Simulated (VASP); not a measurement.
# TePb: single point with PBE

The system is TePb.

```
Pb Te
1.0
    -0.08842    3.24477    3.24477
     3.24477   -0.08842    3.24477
     3.24477    3.24477   -0.08842
Pb Te
1 1
Direct
  0.00000 0.00000 0.00000
  0.50000 0.50000 0.50000
```

This cell differs from its parent crystal: epitaxial 111 strain +2.0%.

```
Program                : VASP 6.6.1
Task                   : single point
Functional             : PBE
Potentials or basis    : VASP PAW PBE potentials, release 64 (Pb_d, Te)
Cutoff                 : 520 eV
k mesh                 : 8 × 8 × 8
Occupations            : fermi-dirac, width 0.02 eV
Spin                   : no spin polarisation
Dipole correction      : no
Further INCAR settings : ALGO = Normal; EDIFF = 1e-06; NBANDS = 17
```

| Item | Value |
| --- | --- |
| Pressure | -0.2 GPa |
| Band gap on the k mesh | 0.60 eV (least direct gap 0.81 eV) |

Stress tensor (GPa, compression positive):
```
-0.20  0.36  0.36
 0.36 -0.20  0.36
 0.36  0.36 -0.20
```

Levels at points of the mesh, in eV from the valence-band top:
```csv
k point,band 7,band 8,band 9,band 10,band 11,band 12,band 13,band 14
"(0.00, 0.00, 0.00)",-5.79,-1.30,-1.30,-0.99,3.89,4.01,4.01,5.71
"(0.50, 0.00, 0.00)",-8.40,-0.79,-0.69,0.00,0.81,1.33,1.51,8.21
"(0.50, 0.50, 0.00)",-7.27,-4.14,-2.67,-2.42,3.47,5.16,5.26,6.34
"(0.50, 0.50, 0.50)",-8.29,-0.89,-0.89,-0.22,0.60,1.18,1.18,8.40
```

Run time: 54 s on 1 thread of AMD EPYC 7R13 Processor (Zen 3), with other jobs on the host, peak memory 0.22 GiB.

Caveat: the cell differs from its parent crystal (epitaxial 111 strain +2.0%); the structure was generated, so it needn't be the stable form of TePb; spin-orbit coupling is left out, which moves the levels of the heavy elements. A k mesh can miss the band edges.
